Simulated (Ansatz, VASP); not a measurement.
**Two plane-wave programs on KZnF3**

```xyz
5
Lattice="4.1280 0.0000 0.0000 0.0000 4.1280 0.0000 0.0000 0.0000 4.1280" Properties=species:S:1:pos:R:3 pbc="T T T"
K     0.0000    0.0000    0.0000
Zn    2.0640    2.0640    2.0640
F     2.0640    2.0640    0.0000
F     0.0000    2.0640    2.0640
F     2.0640    0.0000    2.0640
```

Alike in both runs: task relaxation of cell and atoms; functional PBE; k mesh 6 × 6 × 6; no spin polarisation.

```csv
,VASP,Ansatz
version,VASP 6.6.1,Ansatz 0.2.0
potentials or method,"VASP PAW PBE potentials, release 64 (K_sv, Zn, F), cutoff 600 eV","scalar-relativistic, plane waves, PAW"
occupations,"gaussian, width 0.01 eV",fixed
valence electrons in the cell,42,42
```

|  | VASP | Ansatz | Ansatz less VASP |
| --- | --- | --- | --- |
| gap on the k mesh at the Fermi level, each at its own relaxed structure (eV) | 3.65 | 3.71 | +0.066 |
| relaxed volume (Å³/atom) | 14.09 | 14.07 | -0.027 |
| relaxed length of the cell vector where the two differ most in proportion (Å) | 4.130 | 4.128 | -0.0026 |
